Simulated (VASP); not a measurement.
## NaI: single point with PBE+D3(BJ)

Crystal: NaI.

```
Na I
1.0
     4.77225    0.00000   -0.71584
     0.00000    4.10189    0.00000
    -1.01607    0.00000    6.27726
Na I
2 2
Direct
  0.25000 0.50000 0.24999
  0.75000 0.50000 0.75001
  0.25000 0.00000 0.74991
  0.75000 0.00000 0.25009
```

This cell differs from its parent crystal: engineering shear strain xz -0.3000, normal strain along z -0.0733.

```yaml
Program: VASP 6.6.1
Task: single point
Functional: PBE
Dispersion: D3(BJ)
Potentials_or_basis: VASP PAW PBE potentials, release 64 (Na_pv, I)
Cutoff: 520 eV
k_mesh: 6 × 8 × 4
Occupations: gaussian, width 0.05 eV
Spin: no spin polarisation
```

```
Pressure                   : 3.8 GPa
Largest force              : 0.006 eV/Å
Band gap on the k mesh     : 0.09 eV
Dispersion energy per atom : -0.286 eV
```

Forces on the atoms (eV/Å):
```
Na   0.000  0.000  0.000
Na   0.000  0.000  0.000
I    0.004  0.000  0.004
I   -0.004  0.000 -0.004
```

Stress tensor (GPa, compression positive):
```
 3.16  0.00  9.63
 0.00 -0.72  0.00
 9.63  0.00  9.03
```

Levels at points of the mesh, in eV from the valence-band top:
```tsv
k point	band 11	band 12	band 13	band 14	band 15	band 16	band 17	band 18
(0.00, 0.00, 0.00)	-3.58	-3.01	-1.91	-0.22	0.09	1.66	2.92	4.94
(0.50, 0.00, 0.00)	-3.45	-3.45	-2.47	-2.47	2.82	2.82	4.38	4.38
(0.00, 0.50, 0.00)	-3.90	-3.28	-3.23	0.00	1.56	2.36	2.84	3.80
(0.50, 0.50, 0.00)	-4.01	-4.00	-3.05	-3.05	1.50	1.50	3.96	3.96
(0.00, 0.00, 0.50)	-3.29	-3.29	-2.52	-2.52	1.71	1.71	3.58	3.58
(0.50, 0.00, 0.50)	-3.03	-2.84	-2.02	-0.37	1.86	2.85	4.06	4.85
(0.00, 0.50, 0.50)	-3.33	-3.33	-2.95	-2.95	2.59	2.59	3.67	3.67
(0.50, 0.50, 0.50)	-4.82	-3.99	-2.65	-0.10	0.22	1.62	3.51	4.74
```

Wall time 3 min on 1 thread of Intel Xeon 8259CL, on a shared host, peak memory 0.33 GiB.

Caveat: the cell differs from its parent crystal (engineering shear strain xz -0.3000, normal strain along z -0.0733); the stress differs along the axes, from -1 to 9 GPa; semilocal functionals underestimate gaps, and a narrow one can read as zero; spin-orbit coupling is left out, which moves the levels of the heavy elements. A k mesh can miss the band edges.
